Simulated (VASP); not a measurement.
# Zr2F3 (R32) in VASP: notebook, part 3 of 3

VASP 6.6.1.

**5. Single point, PBE**

This run uses another cell than the first one, of 13.93 Å³/atom.

Input file INCAR:

```
PREC     = Accurate       # precision mode
ENCUT    = 520            # plane-wave cutoff, eV
EDIFF    = 1E-7           # SCF threshold, eV
ISMEAR   = 0              # smearing method
SIGMA    = 0.1            # smearing width, eV
LREAL    = F              # projectors in reciprocal space
LASPH    = T              # aspherical terms in the spheres
NELM     = 60             # most SCF steps
ALGO     = Normal         # electronic algorithm
ISIF     = 2              # what is computed and relaxed
LWAVE    = F              # write WAVECAR
LCHARG   = F              # write CHGCAR
GGA      = PE             # functional
NBANDS   = 30             # bands
```

Input file KPOINTS:

```
Automatic mesh
0
Gamma
  12 12 12
```

Input file POSCAR:

```
Zr2F3
1.0
    2.9276225446      1.6902636642      2.3466202622
   -2.9276225446      1.6902636642      2.3466202622
    0.0000000000     -3.3805273285      2.3466202622
Zr F
2 3
Direct
    0.2691776495      0.2691776495      0.2691776495
    0.7308223505      0.7308223505      0.7308223505
    0.0000000000      0.2497466595      0.7502533405
    0.7502533405      0.0000000000      0.2497466595
    0.2497466595      0.7502533405      0.0000000000
```

Potentials or basis: VASP PAW PBE potentials, release 64 (Zr_sv, F).

On the command line:

```console
$ cat potpaw_PBE.64/Zr_sv/POTCAR potpaw_PBE.64/F/POTCAR > POTCAR
$ mpirun -np 1 vasp_std > vasp.out
```

OUTCAR:

```text
PREC = Accurate
   ENCUT = 520
   EDIFF = 1E-7
   ISMEAR = 0
   LREAL = F
   LASPH = T
   NELM = 60
   ISIF = 2
   GGA = PE

 ion  position               nearest neighbor table
   1  0.269  0.269  0.269-   4 2.28   5 2.28   3 2.28   4 2.39   5 2.39   3 2.39   2 3.25   2 3.50
                             2 3.50   2 3.50   2 3.68   2 3.68   2 3.68   2 3.79
   2  0.731  0.731  0.731-   3 2.28   5 2.28   4 2.28   3 2.39   5 2.39   4 2.39   1 3.25   1 3.50
                             1 3.50   1 3.50   1 3.68   1 3.68   1 3.68   1 3.79
   3  0.000  0.250  0.750-   2 2.28   1 2.28   2 2.39   1 2.39
   4  0.750  0.000  0.250-   1 2.28   2 2.28   1 2.39   2 2.39
   5  0.250  0.750  0.000-   1 2.28   2 2.28   1 2.39   2 2.39

  LATTYP: Found a trigonal (rhomboedric) cell.
 ALAT       =     4.1151660566
 COS(alpha) =    -0.0122445146

  Lattice vectors:

 A1 = (   2.9276225446,   1.6902636642,   2.3466202622)
 A2 = (  -2.9276225446,   1.6902636642,   2.3466202622)
 A3 = (   0.0000000000,  -3.3805273285,   2.3466202622)

Analysis of symmetry for initial positions (statically):
=====================================================================
 Subroutine PRICEL returns:
 Original cell was already a primitive cell.

 Routine SETGRP: Setting up the symmetry group for a
 trigonal (rhombohedral) supercell.

 Subroutine GETGRP returns: Found  6 space group operations
 (whereof  6 operations were pure point group operations)
 out of a pool of 12 trial point group operations.

The static configuration has the point symmetry D_3 .

Analysis of symmetry for dynamics (positions and initial velocities):
=====================================================================
 Subroutine PRICEL returns:
 Original cell was already a primitive cell.

 Routine SETGRP: Setting up the symmetry group for a
 trigonal (rhombohedral) supercell.

 Subroutine GETGRP returns: Found  6 space group operations
 (whereof  6 operations were pure point group operations)
 out of a pool of 12 trial point group operations.

The dynamic configuration has the point symmetry D_3 .

 Subroutine INISYM returns: Found  6 space group operations
 (whereof  6 operations are pure point group operations),
 and found     1 'primitive' translations

----------------------------------------------------------------------------------------

                                     Primitive cell

  volume of cell :      69.6729

  direct lattice vectors                    reciprocal lattice vectors
     2.927622545  1.690263664  2.346620262     0.170787044  0.098603946  0.142048263
    -2.927622545  1.690263664  2.346620262    -0.170787044  0.098603946  0.142048263
     0.000000000 -3.380527328  2.346620262     0.000000000 -0.197207892  0.142048263

  length of vectors
     4.115166057  4.115166057  4.115166057     0.243040453  0.243040453  0.243040453

  position of ions in fractional coordinates (direct lattice)
     0.269177650  0.269177650  0.269177650
     0.730822350  0.730822350  0.730822350
     0.000000000  0.249746659  0.750253341
     0.750253341  0.000000000  0.249746659
     0.249746659  0.750253341  0.000000000

  ion indices of the primitive-cell ions
   primitive index   ion index
                 1           1
[... 28 lines left out ...]

 Found    189 irreducible k-points:

 Following reciprocal coordinates:
            Coordinates               Weight
  0.000000  0.000000  0.000000      1.000000
  0.083333  0.000000 -0.000000      6.000000
  0.166667  0.000000 -0.000000      6.000000
  0.250000  0.000000  0.000000      6.000000
  0.333333  0.000000 -0.000000      6.000000
  0.416667  0.000000  0.000000      6.000000
[... 16 lines left out ...]
  0.500000  0.166667  0.000000     12.000000
 -0.416667  0.166667  0.000000     12.000000
 [... further k-points ...]
   k-points           NKPTS =    189   k-points in BZ     NKDIM =    189   number of bands    NBANDS=     30
   number of dos      NEDOS =    301   number of ions     NIONS =      5
   total plane-waves  NPLWV =  32768
   dimension x,y,z NGX =    32 NGY =   32 NGZ =   32
   dimension x,y,z NGXF=    64 NGYF=   64 NGZF=   64
   ions per type =               2   3
   NGX,Y,Z   is equivalent  to a cutoff of  12.93, 12.93, 12.93 a.u.
   NGXF,Y,Z  is equivalent  to a cutoff of  25.85, 25.85, 25.85 a.u.
 SYSTEM =  unknown system
   PREC   = accura    normal or accurate (medium, high low for compatibility)
   ISTART =      0    job   : 0-new  1-cont  2-samecut
   ICHARG =      2    charge: 1-file 2-atom 10-const
   ISPIN  =      1    spin polarized calculation?
   LNONCOLLINEAR =      F non collinear calculations
   LSORBIT =      F    spin-orbit coupling
   LASPH  =      T    aspherical Exc in radial PAW
   ENCUT  =  520.0 eV  38.22 Ry    6.18 a.u.   7.65  7.65  7.65*2*pi/ulx,y,z
   NELM   =     60;   NELMIN=  2; NELMDL= -5     # of ELM steps
   EDIFF  = 0.1E-06   stopping-criterion for ELM
   LREAL  =      F    real-space projection
   EDIFFG = 0.1E-05   stopping-criterion for IOM
   NSW    =      0    number of steps for IOM
   IBRION =     -1    ionic relax: 0-MD 1-quasi-New 2-CG
   NFREE  =      0    steps in history (QN), initial steepest desc. (CG)
   ISIF   =      2    stress and relaxation
   ISYM   =      2    0-nonsym 1-usesym 2-fastsym
   POTIM  = 0.5000    time-step for ionic-motion
   TEBEG  =    0.0;   TEEND  =   0.0 temperature during run
   PSTRESS=    0.0 pullay stress
   NELECT =      45.0000    total number of electrons
   NUPDOWN=      -1.0000    fix difference up-down
   EMIN   =  10.00;   EMAX   =-10.00  energy-range for DOS
   EFERMI =   0.00;   METHOD = LEGACY
   ISMEAR =     0;   SIGMA  =   0.10  broadening in eV -4-tet -1-fermi 0-gaus
   EFERMI_NEDOS =   21; number of points for ismear=-14 and -15
   IALGO  =     38    algorithm
   IMIX   =      4    mixing-type and parameters
     AMIX     =   0.40;   BMIX     =  1.00
     AMIX_MAG =   1.60;   BMIX_MAG =  1.00
  volume/ion in A,a.u.               =      13.93        94.04
  Fermi-wavevector in a.u.,A,eV,Ry     =   1.415113  2.674176 27.246278  2.002545
  Thomas-Fermi vector in A             =   2.536585
   LORBIT       =      0    0 simple, 1 ext, 2 COOP (PROOUT), +10 PAW based schemes
   GGA     = PE    functional components
   LHFCALC =     F    Hartree Fock is set to
   AEXX    =    0.0000 exact exchange contribution
   IVDW    =     0    specifies the selected vdW correction
   LEPSILON=     F    determine dielectric tensor
   LRPA    =     F    only Hartree local field effects (RPA)
 non-spin polarized calculation
 Gauss-broadening in eV      SIGMA  =   0.10
  energy-cutoff  :      520.00
  volume of cell :       69.67
 maximum number of plane-waves:      1892
   NGX = 15   NGY = 15   NGZ = 15

 number of electron      45.0000034 magnetization

 Free energy of the ion-electron system (eV)
  ---------------------------------------------------
  ext. energy  EPLUGINS =         0.00000000
  ---------------------------------------------------
  free energy    TOTEN  =       -32.93195157 eV

  energy without entropy =      -32.91424802  energy(sigma->0) =      -32.92309979

 E-fermi :   8.5194     XC(G=0): -11.0983

 val. band max:        8.5140566312   @ k =   0.4167   0.2500   0.1667
 cond. band min:       8.5204686540   @ k =  -0.3333  -0.3333   0.2500
 fundamental gap:      0.0064120228
 Fermi energy:         8.5194170361

 k-point     1 :       0.0000    0.0000    0.0000
  band No.  band energies     occupation
      1     -41.8730      2.00000
      2     -41.8083      2.00000
      3     -20.1755      2.00000
      4     -20.1755      2.00000
      5     -20.0813      2.00000
      6     -19.7733      2.00000
[... 781 lines left out ...]
     29      11.1366      0.00000
     30      11.5750      0.00000

 [... further k-points ...]

------------------------ aborting loop because EDIFF is reached ----------------------------------------

  FORCE on cell =-STRESS in cart. coord.  units (eV):
  Direction    XX          YY          ZZ          XY          YZ          ZX
  --------------------------------------------------------------------------------------
  -------------------------------------------------------------------------------------
  Total        0.0098695      0.0098695     -0.0255985      0.0000000      0.0000000      0.0000000
  in kB        0.2269567      0.2269567     -0.5886565      0.0000000      0.0000000      0.0000000
  external PRESSURE =      -0.0449144 kB  Pullay stress =       0.0000000 kB

 VOLUME and BASIS-vectors are now :
 -----------------------------------------------------------------------------
  energy-cutoff  :      520.00
  volume of cell :       69.67
      direct lattice vectors                 reciprocal lattice vectors
     2.927622545  1.690263664  2.346620262     0.170787044  0.098603946  0.142048263
    -2.927622545  1.690263664  2.346620262    -0.170787044  0.098603946  0.142048263
     0.000000000 -3.380527328  2.346620262     0.000000000 -0.197207892  0.142048263

 POSITION                                       TOTAL-FORCE (eV/Angst)
 -----------------------------------------------------------------------------------
      0.00000     -0.00000      1.89497         0.000000     -0.000000      0.004105
      0.00000     -0.00000      5.14489         0.000000      0.000000     -0.004105
     -0.73116     -2.11411      2.34662         0.005448     -0.009437      0.000000
      2.19646      0.42385      2.34662         0.005448      0.009437      0.000000
     -1.46529      1.69026      2.34662        -0.010896     -0.000000     -0.000000
 -----------------------------------------------------------------------------------
    total drift:                               -0.000001      0.000000     -0.000000

  FREE ENERGIE OF THE ION-ELECTRON SYSTEM (eV)
  ---------------------------------------------------
  free  energy   TOTEN  =       -32.9319515656 eV

  energy  without entropy=      -32.9142480215  energy(sigma->0) =      -32.92309979
```

Run time: 8.4 min. Hardware: 1 thread of AMD EPYC 7R13, shared host; peak memory 0.37 GiB.

Results:

```yaml
Free_energy: -32.9320 eV
Pressure: 0.0 GPa
Largest_force: 0.011 eV/Å
Band_gap_on_the_k_mesh: zero (an odd number of electrons rules out a gap without spin polarisation)
```

Forces on the atoms (eV/Å):
```
Zr   0.000  0.000  0.004
Zr   0.000  0.000 -0.004
F    0.005 -0.009  0.000
F    0.005  0.009  0.000
F   -0.011  0.000  0.000
```

Stress tensor (GPa, compression positive):
```
 0.02  0.00  0.00
 0.00  0.02  0.00
 0.00  0.00 -0.06
```

Caveat: an odd number of electrons without spin polarisation forces a metal; a magnetic or distorted state may lie lower.

**6. Summary**

```tsv
task	cell	k mesh	cutoff (eV)	gap on the mesh (eV)	pressure (GPa)	largest force (eV/Å)
single point	a = 3.920 Å, angles 90.4°, 5 atoms, atomic positions A	6 × 6 × 6	520	none	25.4	1.05
single point	a = 4.115 Å, angles 90.7°, 5 atoms, atomic positions B	6 × 6 × 6	520	none	0.0	0.01
relaxation of cell and atoms	relaxed from a = 3.920 Å, angles 90.4°, 5 atoms, atomic positions A	6 × 6 × 6	600	none	-0.2	0.03
single point	a = 4.115 Å, angles 90.7°, 5 atoms, atomic positions C	12 × 12 × 12	520	none	0.0	0.01
```

Alike in all rows: level PBE; potentials or basis VASP PAW PBE potentials, release 64 (Zr_sv, F); no spin polarisation; smearing gaussian 0.1 eV.

Caveats: an odd number of electrons without spin polarisation forces a metal; a magnetic or distorted state may lie lower; the cell stands under pressure (at least some runs); the volume moved by over 15 % at a fixed basis, so the end points are rough (at least some runs).

Total energies depend on the potentials used, so only differences within one code and one set of settings carry meaning.

The gap in the log of VASP goes by the Fermi energy; the results here count the filled bands.